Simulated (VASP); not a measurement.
Here is a VASP 6.6.1 calculation.

The input INCAR:

```
PREC = Accurate
ENCUT = 600
EDIFF = 1E-7
ISMEAR = 0
SIGMA = 0.1
LREAL = False
LASPH = True
NELM = 100
ALGO = Normal
ISIF = 3
LWAVE = False
LCHARG = False
GGA = PE
IBRION = 2
NSW = 100
EDIFFG = -0.01
```

Contents of KPOINTS:

```
Automatic mesh
0
Gamma
  9 9 8
```

Contents of POSCAR:

```
Hf2Be3Cl
1.0
    5.1194692876      0.0000000000      0.0000000000
   -2.5597346438      4.4335904570      0.0000000000
    0.0000000000      0.0000000000      4.5539190848
Hf Be Cl
2 3 1
Direct
    0.3333333333      0.6666666667      0.0000000000
    0.6666666667      0.3333333333      0.0000000000
    0.5000000000      0.0000000000      0.5000000000
    0.5000000000      0.5000000000      0.5000000000
    0.0000000000      0.5000000000      0.5000000000
    0.0000000000      0.0000000000      0.0000000000
```

Potentials or basis: VASP PAW PBE potentials, release 64 (Hf_pv, Be, Cl).

Command:

```bash
$ cat potpaw_PBE.64/Hf_pv/POTCAR potpaw_PBE.64/Be/POTCAR potpaw_PBE.64/Cl/POTCAR > POTCAR
$ mpirun -np 1 vasp_std > vasp.out
```

Problem. Predict the space group after relaxing (to 0.05 Å).

Solution. P6/mmm (No. 191).

Problem. Predict the relaxed cell.

Solution. a = 5.088 Å, b = 5.088 Å, c = 4.570 Å, α = 90.00°, β = 90.00°, γ = 120.00°.

Problem. Estimate the relaxed volume.

Solution. 17.07 Å³/atom.

The path:
```tsv
step	energy change (eV)	largest force (eV/Å)	pressure (GPa)	volume (Å³)
1	0.0000	0.0000	-0.41	103.36
2	-0.0016	0.0000	-0.03	102.71
3	-0.0017	0.0000	0.16	102.40
4	-0.0023	0.0000	0.05	102.43
5	-0.0023	0.0000	0.01	102.45
```

Caveat: an odd number of electrons without spin polarisation forces a metal; a magnetic or distorted state may lie lower.
